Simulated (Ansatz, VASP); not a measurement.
## One calculation of HgTe, two programs

```
CELL_PARAMETERS angstrom
-3.10534 3.10534 1.58999
3.10534 -3.10534 1.58999
3.10534 3.10534 -1.58999
ATOMIC_POSITIONS crystal
Hg 0.25000 0.75000 0.50000
Te 0.00000 0.00000 0.00000
```

Alike in both runs: task single point; functional r2SCAN; k mesh 8 × 8 × 8; occupations fermi-dirac, width 0.1 eV; no spin polarisation.

|  | VASP | Ansatz |
| --- | --- | --- |
| version | VASP 6.6.1 | Ansatz 0.2.0 |
| potentials or method | VASP PAW PBE potentials, release 64 (Hg, Te), cutoff 520 eV | plane waves, PAW |
| valence electrons in the cell | 18 | 36 |

VASP gave:

* pressure (GPa): -3.4
* traceless stress, the component that is largest in VASP (GPa): 0.15

**Question.** Estimate Ansatz's values.

**Answer.** Pressure (GPa): -3.4; traceless stress, the component that is largest in VASP (GPa): 0.13.

VASP's potentials were made for PBE, not for r2SCAN. With one functional, cell and mesh, what is left measures potentials, basis and numerics. VASP's potentials hold 18 valence electrons a cell and Ansatz's 36, so a difference there can come from the potentials and not from the codes.

Neither program's run includes spin-orbit coupling.
